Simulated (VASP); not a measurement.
# C12F in VASP: further runs

Runs on C12F. Level: PBE. Tasks: single point.

Program: VASP 6.6.1. These are calculated values, not measurements. Logs are shortened: lines on timing, memory, paths and dates and some standing lists are left out, and cuts for length are marked.

**1. The cell of the first run**

The cell holds a slab with vacuum, 13 atoms: a = 4.933 Å, b = 8.872 Å, c = 20.291 Å, α = 90.00°, β = 90.00°, γ = 97.99°.

**2. Single point, PBE**

File INCAR:

```
SYSTEM = C12F
ALGO = Normal
DIPOL = 0.5 0.5 0.326
EDIFF = 1E-6
ENCUT = 520
GGA = PE
IDIPOL = 3
ISIF = 2
ISMEAR = 0
LASPH = .TRUE.
LCHARG = .FALSE.
LDIPOL = .TRUE.
LREAL = .FALSE.
LWAVE = .FALSE.
NBANDS = 40
NELM = 60
PREC = Accurate
SIGMA = 0.1
```

File KPOINTS:

```
k-points
0
G
  6 3 1
  0 0 0
```

File POSCAR:

```
C12F
1.0
    4.9326910638      0.0000000000      0.0000000000
   -1.2331727659      8.7858796652      0.0000000000
    0.0000000000      0.0000000000     20.2907138818
C F
12 1
Direct
    0.0197005045      0.0788020181      0.1971345130
    0.5197005045      0.0788020181      0.1971345130
    0.2746256306      0.0985025226      0.2311704222
    0.7746256306      0.0985025226      0.2311704222
    0.2844758829      0.1379035317      0.2992422405
    0.7844758829      0.1379035317      0.2992422405
    0.0392966979      0.1571967124      0.3324023561
    0.5392966979      0.1571967124      0.3324023561
    0.0496769462      0.1987212371      0.4035397332
    0.5496769462      0.1987212371      0.4035397332
    0.3040736101      0.2163107364      0.4332382751
    0.8040736101      0.2163107364      0.4332382751
    0.3040736101      0.4663107364      0.4480708210
```

Potentials or basis: VASP PAW PBE potentials, release 64 (C, F).

The run is started by

```sh
$ cat potpaw_PBE.64/C/POTCAR potpaw_PBE.64/F/POTCAR > POTCAR
$ mpirun -np 1 vasp_std > vasp.out
```

OUTCAR:

```text
SYSTEM = C12F
   EDIFF = 1E-6
   ENCUT = 520
   GGA = PE
   ISIF = 2
   ISMEAR = 0
   LASPH = .TRUE.
   LREAL = .FALSE.
   NELM = 60
   PREC = Accurate

 ion  position               nearest neighbor table
   1  0.020  0.079  0.197-   3 1.42   4 1.42
   2  0.520  0.079  0.197-   4 1.42   3 1.42
   3  0.275  0.099  0.231-   1 1.42   5 1.42   2 1.42
   4  0.775  0.099  0.231-   2 1.42   6 1.42   1 1.42
   5  0.284  0.138  0.299-   8 1.41   7 1.41   3 1.42
   6  0.784  0.138  0.299-   7 1.41   8 1.41   4 1.42
   7  0.039  0.157  0.332-   6 1.41   5 1.41   9 1.49
   8  0.539  0.157  0.332-   5 1.41   6 1.41  10 1.49
   9  0.050  0.199  0.404-  11 1.38  12 1.38   7 1.49
  10  0.550  0.199  0.404-  12 1.38  11 1.38   8 1.49
  11  0.304  0.216  0.433-   9 1.38  10 1.38
  12  0.804  0.216  0.433-  10 1.38   9 1.38
  13  0.304  0.466  0.448-

  LATTYP: Found a simple monoclinic cell.
 ALAT       =     4.9326910638
 B/A-ratio  =     4.1135180816
 C/A-ratio  =     1.7986126829
 COS(beta)  =    -0.1389960175

  Lattice vectors:

 A1 = (   4.9326910638,   0.0000000000,   0.0000000000)
 A2 = (   0.0000000000,   0.0000000000, -20.2907138818)
 A3 = (  -1.2331727659,   8.7858796652,   0.0000000000)

Analysis of symmetry for initial positions (statically):
=====================================================================
 Subroutine PRICEL returns:
 Original cell was already a primitive cell.

 Routine SETGRP: Setting up the symmetry group for a
 simple monoclinic supercell.

 Subroutine GETGRP returns: Found  1 space group operations
 (whereof  1 operations were pure point group operations)
 out of a pool of  4 trial point group operations.

The static configuration has the point symmetry C_1 .

Analysis of symmetry for dynamics (positions and initial velocities):
=====================================================================
 Subroutine PRICEL returns:
 Original cell was already a primitive cell.

 Routine SETGRP: Setting up the symmetry group for a
 simple monoclinic supercell.

 Subroutine GETGRP returns: Found  1 space group operations
 (whereof  1 operations were pure point group operations)
 out of a pool of  4 trial point group operations.

The dynamic configuration has the point symmetry C_1 .

 Subroutine INISYM returns: Found  1 space group operations
 (whereof  1 operations are pure point group operations),
 and found     1 'primitive' translations

----------------------------------------------------------------------------------------

                                     Primitive cell

  volume of cell :     879.3596

  direct lattice vectors                    reciprocal lattice vectors
     4.932691064  0.000000000  0.000000000     0.202729096  0.028454749  0.000000000
    -1.233172766  8.785879665  0.000000000     0.000000000  0.113818996  0.000000000
     0.000000000  0.000000000 20.290713882     0.000000000  0.000000000  0.049283628

  length of vectors
     4.932691064  8.872000708 20.290713882     0.204716289  0.113818996  0.049283628

  position of ions in fractional coordinates (direct lattice)
     0.019700505  0.078802018  0.197134513
     0.519700505  0.078802018  0.197134513
     0.274625631  0.098502523  0.231170422
     0.774625631  0.098502523  0.231170422
     0.284475883  0.137903532  0.299242240
     0.784475883  0.137903532  0.299242240
     0.039296698  0.157196712  0.332402356
     0.539296698  0.157196712  0.332402356
     0.049676946  0.198721237  0.403539733
     0.549676946  0.198721237  0.403539733
     0.304073610  0.216310736  0.433238275
     0.804073610  0.216310736  0.433238275
     0.304073610  0.466310736  0.448070821

  ion indices of the primitive-cell ions
   primitive index   ion index
                 1           1
                 2           2
                 3           3
                 4           4
                 5           5
                 6           6
                 7           7
                 8           8
                 9           9
                10          10
                11          11
                12          12
                13          13

----------------------------------------------------------------------------------------

 KPOINTS: k-points

Automatic generation of k-mesh.
 Grid dimensions read from file:
 generate k-points for:    6    3    1

 Generating k-lattice:

  Cartesian coordinates                     Fractional coordinates (reciprocal lattice)
     0.033788183  0.004742458  0.000000000     0.166666667  0.000000000  0.000000000
     0.000000000  0.037939665  0.000000000     0.000000000  0.333333333  0.000000000
     0.000000000  0.000000000  0.049283628     0.000000000  0.000000000  1.000000000

  Length of vectors
     0.034119382  0.037939665  0.049283628

  Shift w.r.t. Gamma in fractional coordinates (k-lattice)
     0.000000000  0.000000000  0.000000000

 Subroutine IBZKPT returns following result:
 ===========================================

[... 77 lines left out ...]
  free energy    TOTEN  =      -100.33984318 eV

  energy without entropy =     -100.27523443  energy(sigma->0) =     -100.30753880

 E-fermi :  -5.4325     XC(G=0):  -2.1579

 val. band max:       -5.4460538012   @ k =   0.5000   0.3333   0.0000
 cond. band min:      -5.4261079845   @ k =   0.5000   0.0000   0.0000
 fundamental gap:      0.0199458167
 Fermi energy:        -5.4325297291

 k-point     1 :       0.0000    0.0000    0.0000
  band No.  band energies     occupation
      1     -24.9717      2.00000
      2     -23.8875      2.00000
      3     -22.2542      2.00000
      4     -19.9143      2.00000
      5     -19.7462      2.00000
      6     -19.6908      2.00000
[... 31 lines left out ...]
     38       1.5983      0.00000
     39       1.8276      0.00000

 k-point     2 :       0.1667    0.0000    0.0000
  band No.  band energies     occupation
      1     -24.9704      2.00000
      2     -23.7674      2.00000
      3     -22.1383      2.00000
      4     -20.9304      2.00000
      5     -19.8074      2.00000
      6     -19.4754      2.00000
[... 31 lines left out ...]
     38       1.6527      0.00000
     39       1.9615      0.00000

 k-point     3 :       0.3333    0.0000    0.0000
  band No.  band energies     occupation
      1     -24.9679      2.00000
      2     -23.4072      2.00000
      3     -21.9789      2.00000
      4     -21.7901      2.00000
      5     -20.4240      2.00000
      6     -19.4846      2.00000
[... 31 lines left out ...]
     38       1.8775      0.00000
     39       2.3329      0.00000

 k-point     4 :       0.5000    0.0000    0.0000
  band No.  band energies     occupation
      1     -24.9667      2.00000
      2     -22.8280      2.00000
      3     -22.7888      2.00000
      4     -21.2463      2.00000
      5     -21.1850      2.00000
      6     -18.9737      2.00000
[... 31 lines left out ...]
     38       2.1962      0.00000
     39       2.4126      0.00000
[... 134 lines left out ...]
      6     -18.9737      2.00000
[... 31 lines left out ...]
     38       2.2241      0.00000
     39       2.4173      0.00000

 k-point     9 :      -0.3333    0.3333    0.0000
  band No.  band energies     occupation
      1     -24.9679      2.00000
      2     -23.4072      2.00000
      3     -21.9789      2.00000
      4     -21.7901      2.00000
      5     -20.4240      2.00000
      6     -19.4846      2.00000
[... 31 lines left out ...]
     38       1.8231      0.00000
     39       2.0560      0.00000

 k-point    10 :      -0.1667    0.3333    0.0000
  band No.  band energies     occupation
      1     -24.9704      2.00000
      2     -23.7674      2.00000
      3     -22.1383      2.00000
      4     -20.9304      2.00000
      5     -19.8074      2.00000
      6     -19.4754      2.00000
[... 31 lines left out ...]
     38       1.5339      0.00000
     39       1.7247      0.00000
 [bands above 39 left out]

------------------------ aborting loop because EDIFF is reached ----------------------------------------

 vacuum level on the upper side and lower side of the slab       (xc-potential included)         0.436        -0.463

  FORCE on cell =-STRESS in cart. coord.  units (eV):
  Direction    XX          YY          ZZ          XY          YZ          ZX
  --------------------------------------------------------------------------------------
  -------------------------------------------------------------------------------------
  Total        0.4498944     -4.7151053     -1.2418329      0.8109994     -0.0912352      0.1940369
  in kB        0.8196996     -8.5908371     -2.2625972      1.4776264     -0.1662289      0.3535318
  external PRESSURE =      -3.3445783 kB  Pullay stress =       0.0000000 kB

 VOLUME and BASIS-vectors are now :
 -----------------------------------------------------------------------------
  energy-cutoff  :      520.00
  volume of cell :      879.36
      direct lattice vectors                 reciprocal lattice vectors
     4.932691064  0.000000000  0.000000000     0.202729096  0.028454749  0.000000000
    -1.233172766  8.785879665  0.000000000     0.000000000  0.113818996  0.000000000
     0.000000000  0.000000000 20.290713882     0.000000000  0.000000000  0.049283628

 POSITION                                       TOTAL-FORCE (eV/Angst)
 -----------------------------------------------------------------------------------
     -0.00000      0.69235      4.00000        -0.078306      0.527327      1.839419
      2.46635      0.69235      4.00000         0.079342      0.494154      1.846837
      1.23317      0.86543      4.69061         0.007552     -0.914024     -3.289106
      3.69952      0.86543      4.69061        -0.012854     -0.791162     -3.126636
      1.23317      1.21160      6.07184         0.026809      0.405526      1.421196
      3.69952      1.21160      6.07184        -0.017019      0.307102      1.446461
     -0.00001      1.38111      6.74468        -0.107940     -0.184675      0.467732
      2.46633      1.38111      6.74468         0.048976     -0.138302      0.329004
     -0.00002      1.74594      8.18811        -0.572396      0.113149      0.157135
      2.46633      1.74594      8.18811         0.611226      0.349489      0.408131
      1.23315      1.90048      8.79071        -0.394746      2.130756     -0.548376
      3.69950      1.90048      8.79071         0.048773     -0.207584     -0.960311
      0.92486      4.09695      9.09168         0.360582     -2.091756      0.008512
 -----------------------------------------------------------------------------------
    total drift:                                0.001068     -0.000293      0.000138

  FREE ENERGIE OF THE ION-ELECTRON SYSTEM (eV)
  ---------------------------------------------------
  free  energy   TOTEN  =      -100.3398431776 eV

  energy  without entropy=     -100.2752344257  energy(sigma->0) =     -100.30753880

 vacuum level on the upper side and lower side of the slab         1.906         0.966
```

Run time: 7 min. Hardware: 1 thread of AMD EPYC 9R45 (Zen 5), shared host; peak memory 0.97 GiB.

What came out:

| Quantity | Value |
| --- | --- |
| Free energy | -100.3398 eV |
| Largest force | 3.414 eV/Å |
| Band gap on the k mesh | zero (an odd number of electrons rules out a gap without spin polarisation) |

Forces in eV/Å, atoms in the order of the input:
```
C   -0.078  0.527  1.839
C    0.079  0.494  1.847
C    0.008 -0.914 -3.289
C   -0.013 -0.791 -3.127
C    0.027  0.406  1.421
C   -0.017  0.307  1.446
C   -0.108 -0.185  0.468
C    0.049 -0.138  0.329
C   -0.572  0.113  0.157
C    0.611  0.349  0.408
C   -0.395  2.131 -0.548
C    0.049 -0.208 -0.960
F    0.361 -2.092  0.009
```

Levels at points of the mesh, in eV from the Fermi level:
```csv
k point,band 25,band 26,band 27,band 28,band 29,band 30
"(0.00, 0.00, 0.00)",-0.65,-0.34,-0.27,-0.14,0.75,1.08
"(0.50, 0.00, 0.00)",-0.69,-0.54,-0.01,0.01,0.11,0.46
```

Caveat: an odd number of electrons without spin polarisation forces a metal; a magnetic or distorted state may lie lower.

**3. Single point, PBE**

File INCAR:

```
  ALGO = Normal
  DIPOL = 0.5 0.5 0.330
  EDIFF = 1E-6
  ENCUT = 520
  GGA = PE
  IDIPOL = 3
  ISIF = 2
  ISMEAR = 0
  LASPH = T
  LCHARG = F
  LDIPOL = T
  LREAL = F
  LWAVE = F
  NBANDS = 40
  NELM = 80
  PREC = Accurate
  SIGMA = 0.1
```

File KPOINTS:

```
k-points
0
Gamma
  6 3 1
```

Changes to POSCAR since step 2:

```diff
@@ -20,2 +20,2 @@
     0.8040736101      0.2163107364      0.4332382751
-    0.3040736101      0.4663107364      0.4480708210
+    0.4290736101      0.2163107364      0.5002279500
```

Potentials or basis: VASP PAW PBE potentials, release 64 (C, F).

The run is started by

```sh
$ cat potpaw_PBE.64/C/POTCAR potpaw_PBE.64/F/POTCAR > POTCAR
$ mpirun -np 1 vasp_std > vasp.out
```

It took 6.9 min on 1 thread of AMD EPYC 9R45 (Zen 5), shared host; peak memory 0.95 GiB.

The run converged. Its results:

```yaml
Free_energy: -102.7658 eV
Largest_force: 4.702 eV/Å
Band_gap_on_the_k_mesh: zero (an odd number of electrons rules out a gap without spin polarisation)
```

Forces on the atoms (eV/Å):
```
C   -0.110  0.428  1.752
C    0.120  0.421  1.771
C   -0.034 -0.878 -3.593
C    0.062 -0.711 -2.819
C   -0.024  0.355  1.412
C   -0.016  0.285  1.176
C    0.335  0.201  0.318
C    0.263  0.311  0.550
C   -1.201 -0.041  0.337
C    1.051 -0.424 -3.747
C    3.883 -0.698  2.559
C    0.028  0.196  0.092
F   -4.356  0.554  0.193
```

Levels at points of the mesh, in eV from the Fermi level:
| k point | band 23 | band 24 | band 25 | band 26 | band 27 | band 28 | band 29 | band 30 | band 31 | band 32 |
| --- | --- | --- | --- | --- | --- | --- | --- | --- | --- | --- |
| (0.00, 0.00, 0.00) | -2.90 | -2.17 | -2.15 | -0.36 | -0.30 | 0.02 | 0.38 | 0.93 | 2.19 | 2.77 |
| (0.50, 0.00, 0.00) | -3.73 | -3.27 | -1.77 | -1.59 | -0.14 | -0.05 | 0.03 | 2.60 | 2.92 | 3.73 |

Caveat: an odd number of electrons without spin polarisation forces a metal; a magnetic or distorted state may lie lower.

**4. Single point, PBE**

File INCAR:

```
PREC = Accurate
ENCUT = 520
EDIFF = 1E-6
ISMEAR = 0
SIGMA = 0.1
LREAL = False
LASPH = True
NELM = 60
ALGO = Normal
ISIF = 2
LWAVE = False
LCHARG = False
LDIPOL = True
IDIPOL = 3
DIPOL = 0.5 0.5 0.327
GGA = PE
NBANDS = 40
```

File KPOINTS:

```
regular mesh
0
Gamma
  6 3 1
```

Changes to POSCAR since step 3:

```diff
@@ -20,2 +20,2 @@
     0.8040736101      0.2163107364      0.4332382751
-    0.4290736101      0.2163107364      0.5002279500
+    0.3040736101      0.9663107364      0.4534851535
```

The run is started by

```sh
$ cat potpaw_PBE.64/C/POTCAR potpaw_PBE.64/F/POTCAR > POTCAR
$ mpirun -np 1 vasp_std > vasp.out
```

Wall time 7.7 min (1 thread of AMD EPYC 9R45 (Zen 5), shared host); peak memory 0.98 GiB.

The run converged. Its results:

| Property | Result |
| --- | --- |
| Free energy | -99.9426 eV |
| Largest force | 3.268 eV/Å |
| Band gap on the k mesh | zero (an odd number of electrons rules out a gap without spin polarisation) |

Forces on the atoms (eV/Å):
```
C   -0.043  0.420  1.765
C    0.037  0.401  1.764
C   -0.006 -0.713 -3.084
C    0.019 -0.820 -3.164
C   -0.044  0.323  1.474
C    0.020  0.449  1.499
C   -0.107  0.229  0.253
C    0.184  0.345  0.346
C   -0.674  0.038  0.357
C    0.672  0.014  0.088
C    0.129 -1.751 -0.124
C    0.072 -0.250 -1.198
F   -0.258  1.315  0.024
```

Levels at points of the mesh, in eV from the Fermi level:
```csv
k point,band 25,band 26,band 27,band 28,band 29,band 30
"(0.00, 0.00, 0.00)",-0.45,-0.34,-0.27,-0.21,0.76,1.08
"(0.50, 0.00, 0.00)",-0.55,-0.28,-0.01,0.01,0.11,0.22
```

Caveat: an odd number of electrons without spin polarisation forces a metal; a magnetic or distorted state may lie lower.

**5. Single point, PBE**

File INCAR:

```
PREC     = Accurate       # precision mode
ENCUT    = 520            # plane-wave cutoff, eV
EDIFF    = 1E-7           # SCF threshold, eV
ISMEAR   = 0              # smearing method
SIGMA    = 0.1            # smearing width, eV
LREAL    = F              # projectors in reciprocal space
LASPH    = T              # aspherical terms in the spheres
NELM     = 80             # most SCF steps
ALGO     = Normal         # electronic algorithm
ISIF     = 2              # what is computed and relaxed
LWAVE    = F              # write WAVECAR
LCHARG   = F              # write CHGCAR
LDIPOL   = T            
IDIPOL   = 3            
DIPOL    = 0.5 0.5 0.316
GGA      = PE             # functional
NBANDS   = 40             # bands
```

KPOINTS is that of step 4.

Changes to POSCAR since step 4:

```diff
@@ -20,2 +20,2 @@
     0.8040736101      0.2163107364      0.4332382751
-    0.3040736101      0.9663107364      0.4534851535
+    0.4290736101      0.7163107364      0.3159120274
```

The run is started by

```sh
$ cat potpaw_PBE.64/C/POTCAR potpaw_PBE.64/F/POTCAR > POTCAR
$ mpirun -np 1 vasp_std > vasp.out
```

It took 12 min on 1 thread of AMD EPYC 9R45 (Zen 5), shared host; peak memory 0.95 GiB.

Results (log left out):

| Property | Result |
| --- | --- |
| Free energy | -99.2702 eV |
| Largest force | 3.714 eV/Å |
| Band gap on the k mesh | zero (an odd number of electrons rules out a gap without spin polarisation) |

Forces in eV/Å, atoms in the order of the input:
```
C    0.000  0.566  2.212
C    0.000  0.552  2.223
C   -0.002 -0.939 -3.593
C    0.002 -0.939 -3.593
C    0.008  0.380  1.583
C   -0.009  0.378  1.584
C    0.003 -0.034 -0.131
C   -0.002 -0.050 -0.123
C    0.000  0.143  0.455
C    0.000  0.144  0.450
C   -0.001 -0.157 -0.536
C    0.001 -0.159 -0.532
F    0.000  0.113  0.000
```

Levels at points of the mesh, in eV from the Fermi level:
```tsv
k point	band 26	band 27	band 28	band 29	band 30	band 31
(0.00, 0.00, 0.00)	-0.11	-0.10	-0.07	0.75	0.78	1.21
(0.50, 0.00, 0.00)	-0.09	0.00	0.00	0.09	0.09	3.33
```

Caveat: an odd number of electrons without spin polarisation forces a metal; a magnetic or distorted state may lie lower.

**6. The runs side by side**

| cell | gap on the mesh (eV) | largest force (eV/Å) |
| --- | --- | --- |
| as given, atomic positions A | none | 3.41 |
| as given, atomic positions B | none | 4.70 |
| as given, atomic positions C | none | 3.27 |
| as given, atomic positions D | none | 3.71 |

Alike in all rows: task single point; level PBE; potentials or basis VASP PAW PBE potentials, release 64 (C, F); no spin polarisation; k mesh 6 × 3 × 1; cutoff (eV) 520; smearing gaussian 0.1 eV.

Caveats: an odd number of electrons without spin polarisation forces a metal; a magnetic or distorted state may lie lower.

Total energies depend on the potentials used, so only differences within one code and one set of settings carry meaning.

The gap in the log of VASP goes by the Fermi energy; the results here count the filled bands.